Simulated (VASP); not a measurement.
A run of VASP 6.6.1 is set up as follows.

INCAR

```
SYSTEM = SiOs12
ALGO     = Normal         ! electronic algorithm
EDIFF    = 1E-6           ! SCF threshold, eV
ENCUT    = 520            ! plane-wave cutoff, eV
ISIF     = 2              ! what is computed and relaxed
ISMEAR   = -1             ! smearing method
LASPH    = .True.         ! aspherical terms in the spheres
LCHARG   = .True.         ! write CHGCAR
LELF     = .True.         ! ELF
LREAL    = .False.        ! projectors in reciprocal space
LVHAR    = .True.       
LWAVE    = .False.        ! write WAVECAR
NBANDS   = 62             ! bands
NELM     = 60             ! most SCF steps
PREC     = Accurate       ! precision mode
SIGMA    = 0.15           ! smearing width, eV
```

KPOINTS

```
k-points
0
Gamma
  4 4 1
  0 0 0
```

Contents of POSCAR:

```
SiOs12
1.0
    5.4800000000      0.0000000000      0.0000000000
    2.7400000000      4.7458190000      0.0000000000
    0.0000000000      0.0000000000     17.3264600000
Os Si
12 1
Direct
    0.0000000000      0.0000000000      0.0577152000
    0.5000000000      0.0000000000      0.0577152000
    0.0000000000      0.5000000000      0.0577152000
    0.5000000000      0.5000000000      0.0577152000
   -0.1665649928      0.3334641179      0.1766348760
    0.3331002503      0.3334647933      0.1766352618
   -0.1665646396      0.8331300664      0.1766371099
    0.3332915395      0.8334240763      0.1740842620
    0.0087220990     -0.0044377717      0.2973505080
    0.4957163823     -0.0044221130      0.2973506963
   -0.0000372962      0.5000799151      0.2952644261
    0.4955044596      0.5089749137      0.2973492610
    0.6664549609      0.1671393209      0.3997081797
```

Potentials or basis: VASP PAW LDA potentials, release 64 (Os, Si).

Run with:

```console
$ cat potpaw_LDA.64/Os/POTCAR potpaw_LDA.64/Si/POTCAR > POTCAR
$ mpirun -np 1 vasp_std > vasp.out
```

(1) What does it give for the largest force?

(2) What does it give for the band gap on the k mesh?

Results:

(1) 0.181 eV/Å.

(2) zero (bands 50 and 51 overlap by 1.16 eV).

Caveat: there is no dipole correction, which matters where the two faces differ; spin-orbit coupling is left out, which moves the levels of the heavy elements.
